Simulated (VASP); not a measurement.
Set up this calculation in VASP 6.6.1, as the native input.

* Task: single point
* Functional: PBE
* Potentials or basis: VASP PAW PBE potentials, release 64 (Sc_sv)
* Cutoff: 520 eV
* k mesh: 15 × 15 × 10
* Occupations: gaussian, width 0.15 eV
* Spin: no spin polarisation
* Dipole correction: no
* Further INCAR settings: ALGO = Fast; EDIFF = 1e-06; NBANDS = 18

The structure of Sc lies in POSCAR:

```
Sc
1.0
    3.1535000000      0.0000000000      0.0000000000
   -1.5767500000      2.7310111108      0.0000000000
    0.0000000000      0.0000000000      5.5756000000
Sc
2
Direct
    0.3333333333      0.6666666667      0.2500000000
    0.6666666667      0.3333333333      0.7500000000
```

The input as run:

INCAR

```
ALGO = Fast
EDIFF = 1E-6
ENCUT = 520
GGA = PE
ISIF = 2
ISMEAR = 0
LASPH = True
LCHARG = True
LELF = True
LREAL = False
LVHAR = True
LWAVE = False
NBANDS = 18
NELM = 60
PREC = Accurate
SIGMA = 0.15
```

KPOINTS

```
k-points
0
Gamma
  15 15 10
```

Potentials or basis: VASP PAW PBE potentials, release 64 (Sc_sv).

Command:

```bash
$ cat potpaw_PBE.64/Sc_sv/POTCAR > POTCAR
$ mpirun -np 1 vasp_std > vasp.out
```

Results of the run:

| Quantity | Value |
| --- | --- |
| Pressure | 2.0 GPa |
| Band gap on the k mesh | zero (band 11 reaches 4.36 eV, above the bottom of band 12 at 3.47 eV) |

Run time: 3.7 min on 1 thread of Intel Xeon 8259CL (shared host), peak memory 0.24 GiB.
